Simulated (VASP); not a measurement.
# GaCo (P4/mmm) in VASP: a series of runs, part 3 of 3

VASP 6.6.1.

### Step 6. Single point, PBEsol (strain +0.000 along x and y, -0.040 along z)

INCAR reads:

```
  PREC = Accurate
  ENCUT = 520
  EDIFF = 1E-6
  ISMEAR = 0
  SIGMA = 0.15
  LREAL = False
  LASPH = True
  NELM = 80
  ALGO = Fast
  ISIF = 2
  LWAVE = False
  LCHARG = False
  GGA = PS
  NBANDS = 18
```

KPOINTS reads:

```
Automatic mesh
0
Gamma
  16 16 16
```

POSCAR reads:

```
GaCo
1.0
    2.8831000000      0.0000000000      0.0000000000
    0.0000000000      2.8831000000      0.0000000000
    0.0000000000      0.0000000000      2.7677760000
Ga Co
1 1
Direct
    0.5000000000      0.5000000000      0.5000000000
    0.0000000000      0.0000000000      0.0000000000
```

Potentials or basis: VASP PAW PBE potentials, release 64 (Ga_d, Co).

Command:

```
> cat potpaw_PBE.64/Ga_d/POTCAR potpaw_PBE.64/Co/POTCAR > POTCAR
> mpirun -np 1 vasp_std > vasp.out
```

OUTCAR:

```text
PREC = Accurate
   ENCUT = 520
   EDIFF = 1E-6
   ISMEAR = 0
   LREAL = False
   LASPH = True
   NELM = 80
   ISIF = 2
   GGA = PS

 ion  position               nearest neighbor table
   1  0.500  0.500  0.500-   2 2.46   2 2.46   2 2.46   2 2.46   2 2.46   2 2.46   2 2.46   2 2.46

   2  0.000  0.000  0.000-   1 2.46   1 2.46   1 2.46   1 2.46   1 2.46   1 2.46   1 2.46   1 2.46

  LATTYP: Found a simple tetragonal cell.
 ALAT       =     2.8831000000
 C/A-ratio  =     0.9600000000

  Lattice vectors:

 A1 = (   2.8831000000,   0.0000000000,   0.0000000000)
 A2 = (   0.0000000000,   2.8831000000,   0.0000000000)
 A3 = (   0.0000000000,   0.0000000000,   2.7677760000)

Analysis of symmetry for initial positions (statically):
=====================================================================
 Subroutine PRICEL returns:
 Original cell was already a primitive cell.

 Routine SETGRP: Setting up the symmetry group for a
 simple tetragonal supercell.

 Subroutine GETGRP returns: Found 16 space group operations
 (whereof 16 operations were pure point group operations)
 out of a pool of 16 trial point group operations.

The static configuration has the point symmetry D_4h.

Analysis of symmetry for dynamics (positions and initial velocities):
=====================================================================
 Subroutine PRICEL returns:
 Original cell was already a primitive cell.

 Routine SETGRP: Setting up the symmetry group for a
 simple tetragonal supercell.

 Subroutine GETGRP returns: Found 16 space group operations
 (whereof 16 operations were pure point group operations)
 out of a pool of 16 trial point group operations.

The dynamic configuration has the point symmetry D_4h.

 Subroutine INISYM returns: Found 16 space group operations
 (whereof 16 operations are pure point group operations),
 and found     1 'primitive' translations

----------------------------------------------------------------------------------------

                                     Primitive cell

  volume of cell :      23.0065

  direct lattice vectors                    reciprocal lattice vectors
     2.883100000  0.000000000  0.000000000     0.346848878  0.000000000  0.000000000
     0.000000000  2.883100000  0.000000000     0.000000000  0.346848878  0.000000000
     0.000000000  0.000000000  2.767776000     0.000000000  0.000000000  0.361300915

  length of vectors
     2.883100000  2.883100000  2.767776000     0.346848878  0.346848878  0.361300915

  position of ions in fractional coordinates (direct lattice)
     0.500000000  0.500000000  0.500000000
     0.000000000  0.000000000  0.000000000

  ion indices of the primitive-cell ions
   primitive index   ion index
                 1           1
                 2           2

----------------------------------------------------------------------------------------

 KPOINTS: Automatic mesh

Automatic generation of k-mesh.
 Grid dimensions read from file:
 generate k-points for:   16   16   16

 Generating k-lattice:

  Cartesian coordinates                     Fractional coordinates (reciprocal lattice)
     0.021678055  0.000000000  0.000000000     0.062500000  0.000000000  0.000000000
     0.000000000  0.021678055  0.000000000     0.000000000  0.062500000  0.000000000
     0.000000000  0.000000000  0.022581307     0.000000000  0.000000000  0.062500000

  Length of vectors
     0.021678055  0.021678055  0.022581307

  Shift w.r.t. Gamma in fractional coordinates (k-lattice)
     0.000000000  0.000000000  0.000000000

 Subroutine IBZKPT returns following result:
 ===========================================

 Found    405 irreducible k-points:

 Following reciprocal coordinates:
            Coordinates               Weight
  0.000000  0.000000  0.000000      1.000000
  0.062500  0.000000  0.000000      4.000000
  0.125000  0.000000  0.000000      4.000000
  0.187500  0.000000  0.000000      4.000000
  0.250000  0.000000  0.000000      4.000000
  0.312500  0.000000  0.000000      4.000000
[... 16 lines left out ...]
  0.437500  0.125000  0.000000      8.000000
  0.500000  0.125000  0.000000      4.000000
 [... further k-points ...]
   k-points           NKPTS =    405   k-points in BZ     NKDIM =    405   number of bands    NBANDS=     18
   number of dos      NEDOS =    301   number of ions     NIONS =      2
   total plane-waves  NPLWV =  13824
   dimension x,y,z NGX =    24 NGY =   24 NGZ =   24
   dimension x,y,z NGXF=    48 NGYF=   48 NGZF=   48
   ions per type =               1   1
   NGX,Y,Z   is equivalent  to a cutoff of  13.84, 13.84, 14.42 a.u.
   NGXF,Y,Z  is equivalent  to a cutoff of  27.68, 27.68, 28.83 a.u.
 SYSTEM =  unknown system
   PREC   = accura    normal or accurate (medium, high low for compatibility)
   ISTART =      0    job   : 0-new  1-cont  2-samecut
   ICHARG =      2    charge: 1-file 2-atom 10-const
   ISPIN  =      1    spin polarized calculation?
   LNONCOLLINEAR =      F non collinear calculations
   LSORBIT =      F    spin-orbit coupling
   LASPH  =      T    aspherical Exc in radial PAW
   ENCUT  =  520.0 eV  38.22 Ry    6.18 a.u.   5.36  5.36  5.15*2*pi/ulx,y,z
   NELM   =     80;   NELMIN=  2; NELMDL= -5     # of ELM steps
   EDIFF  = 0.1E-05   stopping-criterion for ELM
   LREAL  =      F    real-space projection
   EDIFFG = 0.1E-04   stopping-criterion for IOM
   NSW    =      0    number of steps for IOM
   IBRION =     -1    ionic relax: 0-MD 1-quasi-New 2-CG
   NFREE  =      0    steps in history (QN), initial steepest desc. (CG)
   ISIF   =      2    stress and relaxation
   ISYM   =      2    0-nonsym 1-usesym 2-fastsym
   POTIM  = 0.5000    time-step for ionic-motion
   TEBEG  =    0.0;   TEEND  =   0.0 temperature during run
   PSTRESS=    0.0 pullay stress
   NELECT =      22.0000    total number of electrons
   NUPDOWN=      -1.0000    fix difference up-down
   EMIN   =  10.00;   EMAX   =-10.00  energy-range for DOS
   EFERMI =   0.00;   METHOD = LEGACY
   ISMEAR =     0;   SIGMA  =   0.15  broadening in eV -4-tet -1-fermi 0-gaus
   EFERMI_NEDOS =   21; number of points for ismear=-14 and -15
   IALGO  =     68    algorithm
   IMIX   =      4    mixing-type and parameters
     AMIX     =   0.40;   BMIX     =  1.00
     AMIX_MAG =   1.60;   BMIX_MAG =  1.00
  volume/ion in A,a.u.               =      11.50        77.63
  Fermi-wavevector in a.u.,A,eV,Ry     =   1.612868  3.047879 35.393442  2.601345
  Thomas-Fermi vector in A             =   2.708029
   LORBIT       =      0    0 simple, 1 ext, 2 COOP (PROOUT), +10 PAW based schemes
   GGA     = PS    functional components
   LHFCALC =     F    Hartree Fock is set to
   AEXX    =    0.0000 exact exchange contribution
   IVDW    =     0    specifies the selected vdW correction
   LEPSILON=     F    determine dielectric tensor
   LRPA    =     F    only Hartree local field effects (RPA)
 non-spin polarized calculation
 RMM-DIIS sequential band-by-band and
 Gauss-broadening in eV      SIGMA  =   0.15
  energy-cutoff  :      520.00
  volume of cell :       23.01
 maximum number of plane-waves:       633
 NGX is ok and might be reduce to    24
   NGX = 11   NGY = 11   NGZ = 11

 number of electron      22.0000011 magnetization

 Free energy of the ion-electron system (eV)
  ---------------------------------------------------
  ext. energy  EPLUGINS =         0.00000000
  ---------------------------------------------------
  free energy    TOTEN  =       -11.77247286 eV

  energy without entropy =      -11.75752626  energy(sigma->0) =      -11.76499956

 E-fermi :  10.0617     XC(G=0): -13.5583

 val. band max:       10.0595683603   @ k =   0.5000   0.0625   0.3125
 cond. band min:      10.0676804168   @ k =   0.4375   0.4375   0.2500
 fundamental gap:      0.0081120565
 Fermi energy:        10.0617405488

 k-point     1 :       0.0000    0.0000    0.0000
  band No.  band energies     occupation
      1      -5.1032      2.00000
      2      -5.0500      2.00000
      3      -4.7017      2.00000
      4      -4.6794      2.00000
      5      -4.6794      2.00000
      6      -2.3017      2.00000
[... 10 lines left out ...]
     17      23.5433      0.00000
     18      32.8670      0.00000

 k-point     2 :       0.0625    0.0000    0.0000
  band No.  band energies     occupation
      1      -5.0995      2.00000
      2      -5.0411      2.00000
      3      -4.7054      2.00000
      4      -4.6829      2.00000
      5      -4.6785      2.00000
      6      -2.2277      2.00000
[... 10 lines left out ...]
     17      23.7111      0.00000
     18      32.2986      0.00000
[... 442 lines left out ...]
 k-point    24 :       0.5000    0.1250    0.0000
  band No.  band energies     occupation
      1      -5.0180      2.00000
      2      -4.8362      2.00000
      3      -4.7750      2.00000
      4      -4.7730      2.00000
      5      -4.6761      2.00000
      6       1.9742      2.00000
[... 10 lines left out ...]
     17      24.3732      0.00000
     18      26.2806      0.00000

 [... further k-points ...]
[... 5 lines left out ...]
  --------------------------------------------------------------------------------------
  -------------------------------------------------------------------------------------
  Total       -0.2984352     -0.2984352      0.3469121      0.0000000      0.0000000      0.0000000
  in kB      -20.7830984    -20.7830984     24.1590398      0.0000000      0.0000000      0.0000000
  external PRESSURE =      -5.8023856 kB  Pullay stress =       0.0000000 kB

 VOLUME and BASIS-vectors are now :
 -----------------------------------------------------------------------------
  energy-cutoff  :      520.00
  volume of cell :       23.01
      direct lattice vectors                 reciprocal lattice vectors
     2.883100000  0.000000000  0.000000000     0.346848878  0.000000000  0.000000000
     0.000000000  2.883100000  0.000000000     0.000000000  0.346848878  0.000000000
     0.000000000  0.000000000  2.767776000     0.000000000  0.000000000  0.361300915

 POSITION                                       TOTAL-FORCE (eV/Angst)
 -----------------------------------------------------------------------------------
      1.44155      1.44155      1.38389         0.000000      0.000000      0.000000
      0.00000      0.00000      0.00000         0.000000      0.000000      0.000000
 -----------------------------------------------------------------------------------
    total drift:                                0.000000      0.000000     -0.000000

  FREE ENERGIE OF THE ION-ELECTRON SYSTEM (eV)
  ---------------------------------------------------
  free  energy   TOTEN  =       -11.7724728605 eV

  energy  without entropy=      -11.7575262627  energy(sigma->0) =      -11.76499956
```

It took 1.8 min on 1 thread of AMD EPYC 9R45 (Zen 5), shared host; peak memory 0.25 GiB.

Results:

| Item | Value |
| --- | --- |
| Free energy | -11.7725 eV |
| Pressure | -0.6 GPa |
| Band gap on the k mesh | zero (band 11 reaches 11.46 eV, above the bottom of band 12 at 9.76 eV) |

Stress tensor (GPa, compression positive):
```
-2.08  0.00  0.00
 0.00 -2.08  0.00
 0.00  0.00  2.42
```

Levels at points of the mesh, in eV from the Fermi level:
```tsv
k point	band 7	band 8	band 9	band 10	band 11	band 12	band 13	band 14	band 15	band 16
(0.00, 0.00, 0.00)	-2.66	-2.65	-0.79	-0.66	-0.66	4.85	4.85	6.36	11.03	11.35
(0.50, 0.00, 0.00)	-7.12	-2.45	-1.90	-1.58	-0.66	0.03	10.48	11.67	11.71	12.36
(0.50, 0.50, 0.00)	-3.40	-3.40	-2.65	-1.11	-1.11	-0.30	2.33	3.06	12.64	16.19
(0.00, 0.00, 0.50)	-6.99	-2.37	-1.88	-1.88	-0.78	0.39	10.91	10.91	11.73	12.66
(0.50, 0.00, 0.50)	-3.27	-3.00	-2.49	-1.31	-1.26	-0.19	2.56	3.51	11.58	15.05
(0.50, 0.50, 0.50)	-4.23	-4.23	-0.25	-0.11	0.91	3.95	3.95	3.97	4.68	5.15
```

Caveat: the cell differs from its parent crystal (strain +0.000 along x and y, -0.040 along z); the PAW data sets were made with another functional, which shifts forces and pressure a little. Spin polarisation is off, so any magnetic state and its effect on volume and gap are missing.

### Step 7. The runs side by side

| cell | further INCAR settings | gap on the mesh (eV) | pressure (GPa) |
| --- | --- | --- | --- |
| a = 2.652, b = 2.652, c = 2.883 Å, 2 atoms | ALGO = Fast; EDIFF = 1e-06; NBANDS = 18 | none | 33.0 |
| a = 2.768, b = 2.768, c = 2.652 Å, 2 atoms | ALGO = Fast; EDIFF = 1e-06; NBANDS = 18 | none | 32.2 |
| a = 2.883, b = 2.883, c = 2.652 Å, 2 atoms | ALGO = Fast; EDIFF = 1e-07; NBANDS = 18 | none | 9.3 |
| a = 2.768, b = 2.768, c = 2.883 Å, 2 atoms | ALGO = Fast; EDIFF = 1e-06; NBANDS = 18 | none | 8.0 |
| a = 2.883, b = 2.883, c = 2.768 Å, 2 atoms | ALGO = Fast; EDIFF = 1e-06; NBANDS = 18 | none | -0.6 |

Alike in all rows: task single point; level PBEsol; potentials or basis VASP PAW PBE potentials, release 64 (Ga_d, Co); no spin polarisation; k mesh 16 × 16 × 16; cutoff (eV) 520; smearing gaussian 0.15 eV.

Caveats: the PAW data sets were made with another functional, which shifts forces and pressure a little.

Total energies depend on the potentials used, so only differences within one code and one set of settings carry meaning.
